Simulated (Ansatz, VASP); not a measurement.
# TiSi2 in VASP and in Ansatz

INCAR

```
PREC = Accurate ; ENCUT = 520
EDIFF = 1E-7 ; ISMEAR = 0
SIGMA = 0.15 ; LREAL = False
LASPH = True ; NELM = 100
ALGO = Normal ; ISIF = 2
LWAVE = False ; LCHARG = False
GGA = PS ; NBANDS = 17
```

The input KPOINTS:

```
regular mesh
0
Gamma
  18 18 18
```

POSCAR

```
TiSi2
1.0
   -1.4670366439      1.6941809679      4.1669871775
    1.4670366439     -1.6941809679      4.1669871775
    1.4670366439      1.6941809679     -4.1669871775
Ti Si
1 2
Direct
    0.0000000000      0.0000000000      0.0000000000
    0.3303876381      0.3303876381      0.0000000000
    0.6696123619      0.6696123619      0.0000000000
```

Input for Ansatz:

```yaml
crystal:
  lattice:
    - [-1.4670366439, 1.6941809679, 4.1669871775]
    - [1.4670366439, -1.6941809679, 4.1669871775]
    - [1.4670366439, 1.6941809679, -4.1669871775]
  atoms:
    - { symbol: Ti, position: [0.0, 0.0, 0.0] }
    - { symbol: Si, position: [0.3303876381, 0.3303876381, 0.0] }
    - { symbol: Si, position: [0.6696123619, 0.6696123619, 0.0] }
basis:
  ecutwfc: 520.0
kpoints:
  mp_grid: { grid: [18, 18, 18] }
hamiltonian:
  xc: pbesol
  pseudopotentials: { kind: paw, azcp: { folder: soft_1 } }
scf:
  occupations: { method: gaussian, width: 0.15 }
output:
  forces: true
  stress: true
  eigenvalues: true
  write_density: true
  write_potential: true
  elf: true
  volumetric_format: npy
```

Alike in both runs: task single point; functional PBEsol; k mesh 18 × 18 × 18; occupations gaussian, width 0.15 eV; no spin polarisation.

|  | VASP | Ansatz |
| --- | --- | --- |
| version | VASP 6.6.1 | Ansatz 0.2.0 |
| potentials or method | VASP PAW PBE potentials, release 64 (Ti_sv, Si), cutoff 520 eV | scalar-relativistic, plane waves, PAW |
| valence electrons in the cell | 20 | 20 |

|  | VASP | Ansatz | Ansatz less VASP |
| --- | --- | --- | --- |
| gap on the k mesh at the Fermi level (eV) | none | none | - |
| pressure (GPa) | 0.2 | 0.0 | -0.15 |
| rms of the force components (eV/Å) | 0.003 | 0.003 | +0.0003 |

VASP's potentials were made for PBE, not for PBEsol, and Ansatz warns of the same on its side. Atom by atom the forces differ by 0.000 eV/Å (rms over components). A gap of «none» marks a metal or a gap that the smearing closes.
